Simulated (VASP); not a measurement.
WS2: single point with PBEsol+D3(BJ)

WS2, a slab with vacuum:

```
W S
1.0
     3.12394    0.00000    0.00000
    -1.56197    2.70541    0.00000
     0.00000    0.00000   16.93754
W S
1 2
Direct
  0.33333 0.66667 0.00121
  0.66180 0.33333 0.90368
  0.67153 0.33333 0.08938
```

This cell differs from its parent crystal: atoms displaced along several vibrational modes.

```json
{
  "Program": "VASP 6.6.1",
  "Task": "single point",
  "Functional": "PBEsol",
  "Dispersion": "D3(BJ)",
  "Potentials or basis": "VASP PAW PBE potentials, release 64 (W_sv, S)",
  "Cutoff": "520 eV",
  "k mesh": "12 × 12 × 2",
  "Occupations": "gaussian, width 0.05 eV",
  "Spin": "no spin polarisation"
}
```

```json
{"Largest force": "2.710 eV/Å", "Band gap on the k mesh": "1.95 eV (least direct gap 2.04 eV)", "Dispersion energy per atom": "-0.253 eV"}
```

Forces in eV/Å, atoms in the order of the input:
```
W    0.061  0.004 -2.709
S    0.131 -0.001  1.215
S   -0.192 -0.003  1.495
```

Levels at points of the mesh, in eV from the valence-band top:
| k point | band 10 | band 11 | band 12 | band 13 | band 14 | band 15 | band 16 | band 17 |
| --- | --- | --- | --- | --- | --- | --- | --- | --- |
| (0.00, 0.00, 0.00) | -2.30 | -1.40 | -1.40 | -0.09 | 2.85 | 2.91 | 3.43 | 3.50 |
| (0.50, 0.00, 0.00) | -3.44 | -2.22 | -1.06 | -0.94 | 3.13 | 3.44 | 4.11 | 4.94 |
| (0.00, 0.50, 0.00) | -3.44 | -2.22 | -1.06 | -0.93 | 3.13 | 3.45 | 4.12 | 4.94 |
| (0.50, 0.50, 0.00) | -3.45 | -2.23 | -1.05 | -0.91 | 3.13 | 3.46 | 4.13 | 4.95 |
| (0.00, 0.00, 0.50) | -2.30 | -1.40 | -1.40 | -0.09 | 2.85 | 2.91 | 3.43 | 3.50 |
| (0.50, 0.00, 0.50) | -3.44 | -2.22 | -1.06 | -0.94 | 3.13 | 3.44 | 4.11 | 4.94 |
| (0.00, 0.50, 0.50) | -3.44 | -2.22 | -1.06 | -0.93 | 3.13 | 3.45 | 4.12 | 4.94 |
| (0.50, 0.50, 0.50) | -3.45 | -2.23 | -1.05 | -0.91 | 3.13 | 3.46 | 4.13 | 4.95 |

It took 13 min on 1 thread of Intel Xeon 8259CL, on a shared host, peak memory 0.54 GiB.

Caveat: the cell differs from its parent crystal (atoms displaced along several vibrational modes); there is no dipole correction, which matters where the two faces differ; the PAW data sets were made with another functional, which shifts forces and pressure a little; spin-orbit coupling is left out, which moves the levels of the heavy elements.
